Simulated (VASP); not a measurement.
# Zr (P6_3/mmc) in VASP: settings compared, part 2 of 2

VASP 6.6.1. The steps go on from the part before.

### Step 4. Single point, PBEsol+D4

This run uses another cell than the first one, of 22.27 Å³/atom.

File INCAR:

```
SYSTEM = Zr
PREC = Accurate
ENCUT = 520
EDIFF = 1E-6
ISMEAR = -1
SIGMA = 0.05
LREAL = .FALSE.
LASPH = .TRUE.
NELM = 80
ALGO = Normal
ISIF = 2
LWAVE = .FALSE.
LCHARG = .FALSE.
GGA = PS
IVDW = 13
NBANDS = 19
```

File KPOINTS:

```
regular mesh
0
G
  9 9 5
  0 0 0
```

File POSCAR:

```
Zr
1.0
    3.1718731186      0.0000000000      0.0000000000
   -1.5859365593      2.7469226983      0.0000000000
    0.0000000000      0.0000000000      5.1123981572
Zr
2
Direct
    0.6666666667      0.3333333333      0.7500000000
    0.3333333333      0.6666666667      0.2500000000
```

Potentials or basis: VASP PAW PBE potentials, release 64 (Zr_sv).

Launch:

```sh
> cat potpaw_PBE.64/Zr_sv/POTCAR > POTCAR
> mpirun -np 1 vasp_std > vasp.out
```

OUTCAR:

```text
SYSTEM = Zr
   PREC = Accurate
   ENCUT = 520
   EDIFF = 1E-6
   ISMEAR = -1
   LREAL = .FALSE.
   LASPH = .TRUE.
   NELM = 80
   ISIF = 2
   GGA = PS
   IVDW = 13

 ion  position               nearest neighbor table
   1  0.667  0.333  0.750-   2 3.14   2 3.14   2 3.14   2 3.14   2 3.14   2 3.14
   2  0.333  0.667  0.250-   1 3.14   1 3.14   1 3.14   1 3.14   1 3.14   1 3.14

  LATTYP: Found a hexagonal cell.
 ALAT       =     3.1718731186
 C/A-ratio  =     1.6117915081

  Lattice vectors:

 A1 = (   3.1718731186,   0.0000000000,   0.0000000000)
 A2 = (  -1.5859365593,   2.7469226983,   0.0000000000)
[... 718 lines left out ...]

  Edisp (eV):   -0.25061

  FORCE on cell =-STRESS in cart. coord.  units (eV):
  Direction    XX          YY          ZZ          XY          YZ          ZX
  --------------------------------------------------------------------------------------
  -------------------------------------------------------------------------------------
  Total       0.01762     0.01762     0.02469     0.00000    -0.00000     0.00000
  in kB       0.63375     0.63375     0.88812     0.00000    -0.00000     0.00000
  external pressure =        0.72 kB  Pullay stress =        0.00 kB

 VOLUME and BASIS-vectors are now :
 -----------------------------------------------------------------------------
  energy-cutoff  :      520.00
  volume of cell :       44.54
      direct lattice vectors                 reciprocal lattice vectors
     3.171873119  0.000000000  0.000000000     0.315271123  0.182021868  0.000000000
    -1.585936559  2.746922698  0.000000000     0.000000000  0.364043735  0.000000000
     0.000000000  0.000000000  5.112398157     0.000000000  0.000000000  0.195602918

 POSITION                                       TOTAL-FORCE (eV/Angst)
 -----------------------------------------------------------------------------------
      1.58594      0.91564      3.83430         0.000000      0.000000      0.000000
     -0.00000      1.83128      1.27810        -0.000000     -0.000000      0.000000
 -----------------------------------------------------------------------------------
    total drift:                               -0.000000      0.000000     -0.000000

  FREE ENERGIE OF THE ION-ELECTRON SYSTEM (eV)
  ---------------------------------------------------
  free  energy   TOTEN  =       -18.4249644853 eV

  energy  without entropy=      -18.4080440351  energy(sigma->0) =      -18.41650426
```

stdout:

```text
POSCAR found type information on POSCAR Zr
 POSCAR found :  1 types and       2 ions
 scaLAPACK will be used
 -----------------------------------------------------------------------------
|                                                                             |
|                                                                             |
|     You enforced a specific xc type in the INCAR file but a different       |
|     I HOPE YOU KNOW WHAT YOU ARE DOING!                                     |
|                                                                             |
 -----------------------------------------------------------------------------

 LDA part: xc-table for (Slater+PW92), standard interpolation
 POSCAR, INCAR and KPOINTS ok, starting setup
 FFT: planning ... GRIDC
 FFT: planning ... GRID_SOFT
 FFT: planning ... GRID
 WAVECAR not read
 entering main loop
```

Wall time 30 s (1 thread of Intel Xeon 8259CL, shared host); peak memory 0.17 GiB.

What came out:

```yaml
Free_energy: -18.4250 eV
Pressure: 0.1 GPa
Band_gap_on_the_k_mesh: zero (bands 12 and 13 overlap by 1.13 eV)
Dispersion_energy_per_atom: -0.125 eV
```

Levels at points of the mesh, in eV from the Fermi level:
```tsv
k point	band 10	band 11	band 12	band 13	band 14	band 15
(0.00, 0.00, 0.00)	-3.16	0.89	0.89	0.92	1.27	1.60
```

Caveat: the PAW data sets were made with another functional, which shifts forces and pressure a little.

### Step 5. Single point, RPBE

File INCAR:

```
PREC = Accurate ; ENCUT = 520
EDIFF = 1E-7 ; ISMEAR = -1
SIGMA = 0.05 ; LREAL = False
LASPH = True ; NELM = 60
ALGO = Normal ; ISIF = 2
LWAVE = False ; LCHARG = False
GGA = RP ; NBANDS = 19
```

File KPOINTS:

```
regular mesh
0
Gamma
  9 9 5
```

File POSCAR:

```
Zr
1.0
    3.2320000000      0.0000000000      0.0000000000
   -1.6160000000      2.7989941050      0.0000000000
    0.0000000000      0.0000000000      5.1470000000
Zr
2
Direct
    0.6666666667      0.3333333333      0.7500000000
    0.3333333333      0.6666666667      0.2500000000
```

Potentials or basis: VASP PAW PBE potentials, release 64 (Zr_sv).

Launch:

```sh
> cat potpaw_PBE.64/Zr_sv/POTCAR > POTCAR
> mpirun -np 1 vasp_std > vasp.out
```

OUTCAR:

```text
PREC = Accurate
   ENCUT = 520
   EDIFF = 1E-7
   ISMEAR = -1
   LREAL = False
   LASPH = True
   NELM = 60
   ISIF = 2
   GGA = RP

 ion  position               nearest neighbor table
   1  0.667  0.333  0.750-   2 3.18   2 3.18   2 3.18   2 3.18   2 3.18   2 3.18
   2  0.333  0.667  0.250-   1 3.18   1 3.18   1 3.18   1 3.18   1 3.18   1 3.18

  LATTYP: Found a hexagonal cell.
 ALAT       =     3.2320000000
 C/A-ratio  =     1.5925123762

  Lattice vectors:

 A1 = (   3.2320000000,   0.0000000000,   0.0000000000)
 A2 = (  -1.6160000000,   2.7989941050,   0.0000000000)
 A3 = (   0.0000000000,   0.0000000000,   5.1470000000)

Analysis of symmetry for initial positions (statically):
=====================================================================
 Subroutine PRICEL returns:
 Original cell was already a primitive cell.

 Routine SETGRP: Setting up the symmetry group for a
 hexagonal supercell.

 Subroutine GETGRP returns: Found 24 space group operations
 (whereof 12 operations were pure point group operations)
 out of a pool of 24 trial point group operations.

The static configuration has the point symmetry D_3d.
 The point group associated with its full space group is D_6h.

Analysis of symmetry for dynamics (positions and initial velocities):
=====================================================================
 Subroutine PRICEL returns:
 Original cell was already a primitive cell.

 Routine SETGRP: Setting up the symmetry group for a
 hexagonal supercell.

 Subroutine GETGRP returns: Found 24 space group operations
 (whereof 12 operations were pure point group operations)
 out of a pool of 24 trial point group operations.

The dynamic configuration has the point symmetry D_3d.
 The point group associated with its full space group is D_6h.

 Subroutine INISYM returns: Found 24 space group operations
 (whereof 12 operations are pure point group operations),
 and found     1 'primitive' translations

[... 110 lines left out ...]
   EFERMI_NEDOS =   21; number of points for ismear=-14 and -15
   IALGO  =     38    algorithm
   IMIX   =      4    mixing-type and parameters
     AMIX     =   0.40;   BMIX     =  1.00
     AMIX_MAG =   1.60;   BMIX_MAG =  1.00
  volume/ion in A,a.u.               =      23.28       157.11
  Fermi-wavevector in a.u.,A,eV,Ry     =   1.312611  2.480475 23.442130  1.722948
  Thomas-Fermi vector in A             =   2.442991
   LORBIT       =      0    0 simple, 1 ext, 2 COOP (PROOUT), +10 PAW based schemes
   GGA     = RP    functional components
   LHFCALC =     F    Hartree Fock is set to
   AEXX    =    0.0000 exact exchange contribution
   IVDW    =     0    specifies the selected vdW correction
   LEPSILON=     F    determine dielectric tensor
   LRPA    =     F    only Hartree local field effects (RPA)
 non-spin polarized calculation
  energy-cutoff  :      520.00
  volume of cell :       46.56
 maximum number of plane-waves:      1284
   NGX = 13   NGY = 13   NGZ = 19

 number of electron      24.0000000 magnetization

 Free energy of the ion-electron system (eV)
  ---------------------------------------------------
  ext. energy  EPLUGINS =         0.00000000
  ---------------------------------------------------
  free energy    TOTEN  =       -16.19577190 eV

  energy without entropy =      -16.18000955  energy(sigma->0) =      -16.18789073

 E-fermi :   9.0956     XC(G=0): -11.0077

 val. band max:        9.0607213325   @ k =   0.3333   0.3333   0.4000
 cond. band min:       9.0974042832   @ k =   0.0000   0.0000   0.4000
 fundamental gap:      0.0366829507
 Fermi energy:         9.0956150934

 k-point     1 :       0.0000    0.0000    0.0000
  band No.  band energies     occupation
      1     -39.7915      2.00000
      2     -39.6376      2.00000
      3     -18.3112      2.00000
      4     -17.4452      2.00000
      5     -17.4452      2.00000
      6     -17.3099      2.00000
[... 505 lines left out ...]
      6     -17.7147      2.00000
[... 11 lines left out ...]
     18      13.4713      0.00000
     19      15.8153      0.00000

 [... further k-points ...]

------------------------ aborting loop because EDIFF is reached ----------------------------------------

  FORCE on cell =-STRESS in cart. coord.  units (eV):
  Direction    XX          YY          ZZ          XY          YZ          ZX
  --------------------------------------------------------------------------------------
  -------------------------------------------------------------------------------------
  Total        0.7005435      0.7005435      0.9530480      0.0000000      0.0000000      0.0000000
  in kB       24.1056147     24.1056147     32.7942608      0.0000000      0.0000000      0.0000000
  external PRESSURE =      27.0018301 kB  Pullay stress =       0.0000000 kB

 VOLUME and BASIS-vectors are now :
 -----------------------------------------------------------------------------
  energy-cutoff  :      520.00
  volume of cell :       46.56
      direct lattice vectors                 reciprocal lattice vectors
     3.232000000  0.000000000  0.000000000     0.309405941  0.178635603  0.000000000
    -1.616000000  2.798994105  0.000000000     0.000000000  0.357271206  0.000000000
     0.000000000  0.000000000  5.147000000     0.000000000  0.000000000  0.194287935

 POSITION                                       TOTAL-FORCE (eV/Angst)
 -----------------------------------------------------------------------------------
      1.61600      0.93300      3.86025         0.000000      0.000000      0.000000
     -0.00000      1.86600      1.28675        -0.000000     -0.000000      0.000000
 -----------------------------------------------------------------------------------
    total drift:                               -0.000000      0.000000     -0.000000

  FREE ENERGIE OF THE ION-ELECTRON SYSTEM (eV)
  ---------------------------------------------------
  free  energy   TOTEN  =       -16.1957719041 eV

  energy  without entropy=      -16.1800095469  energy(sigma->0) =      -16.18789073
```

OSZICAR:

```text
N       E                     dE             d eps       ncg     rms          rms(c)
DAV:   1     0.219076351326E+03    0.21908E+03   -0.13201E+04  1368   0.125E+03
DAV:   2     0.920786209563E-01   -0.21898E+03   -0.21483E+03  1566   0.367E+02
DAV:   3    -0.163836439733E+02   -0.16476E+02   -0.16280E+02  2486   0.718E+01
DAV:   4    -0.168391545538E+02   -0.45551E+00   -0.45517E+00  1653   0.123E+01
DAV:   5    -0.168500599000E+02   -0.10905E-01   -0.10904E-01  1998   0.139E+00    0.139E+01
DAV:   6    -0.162926597841E+02    0.55740E+00   -0.89985E-01  1475   0.732E+00    0.544E+00
DAV:   7    -0.161869164568E+02    0.10574E+00   -0.58445E-01  1860   0.524E+00    0.111E+00
DAV:   8    -0.161957479629E+02   -0.88315E-02   -0.46738E-02  1789   0.151E+00    0.265E-01
DAV:   9    -0.161958398523E+02   -0.91889E-04   -0.17188E-03  1711   0.376E-01    0.422E-02
DAV:  10    -0.161957710099E+02    0.68842E-04   -0.35869E-05  1771   0.360E-02    0.254E-02
DAV:  11    -0.161957718153E+02   -0.80547E-06   -0.12069E-05  1565   0.371E-02    0.388E-03
DAV:  12    -0.161957719041E+02   -0.88804E-07   -0.51274E-07  1555   0.451E-03
   1 F= -.16195772E+02 E0= -.16187891E+02  d E =-.157624E-01
```

Run time: 34 s. Hardware: 1 thread of Intel Xeon 8259CL, shared host; peak memory 0.17 GiB.

What came out:

```
Free energy            : -16.1958 eV
Pressure               : 2.7 GPa
Band gap on the k mesh : zero (bands 12 and 13 overlap by 1.13 eV)
```

Stress tensor (GPa, compression positive):
```
2.41 0.00 0.00
0.00 2.41 0.00
0.00 0.00 3.28
```

Levels at points of the mesh, in eV from the Fermi level:
```
           k point  band 9  band 10  band 11  band 12  band 13  band 14  band 15  band 16
(0.00, 0.00, 0.00)   -5.67    -3.04     0.86     0.86     1.00     1.14     1.55     1.55
```

Caveat: the PAW data sets were made with another functional, which shifts forces and pressure a little.

### Step 6. The runs side by side

| task | level | cell | cutoff (eV) | gap on the mesh (eV) | pressure (GPa) |
| --- | --- | --- | --- | --- | --- |
| relaxation of cell and atoms | r2SCAN | relaxed to 30 GPa from a = 3.232, b = 3.232, c = 5.147 Å, angles 90.0, 90.0, 120.0°, 2 atoms | 600 | none | 30.0 |
| single point | RPBE+D3(BJ) | a = 2.895, b = 2.895, c = 4.803 Å, angles 90.0, 90.0, 120.0°, 2 atoms | 520 | none | 0.0 |
| single point | PBEsol+D4 | a = 3.172, b = 3.172, c = 5.112 Å, angles 90.0, 90.0, 120.0°, 2 atoms | 520 | none | 0.1 |
| single point | RPBE | a = 3.232, b = 3.232, c = 5.147 Å, angles 90.0, 90.0, 120.0°, 2 atoms | 520 | none | 2.7 |

Alike in all rows: potentials or basis VASP PAW PBE potentials, release 64 (Zr_sv); no spin polarisation; k mesh 9 × 9 × 5; smearing fermi-dirac 0.05 eV.

Caveats: the PAW data sets were made with another functional, which shifts forces and pressure a little; the cell is relaxed towards a set pressure, so the run minimises the enthalpy, not the energy (at least some runs); the volume moved by over 15 % at a fixed basis, so the end points are rough (at least some runs).

Absolute energies hang on the potentials; compare differences alone.
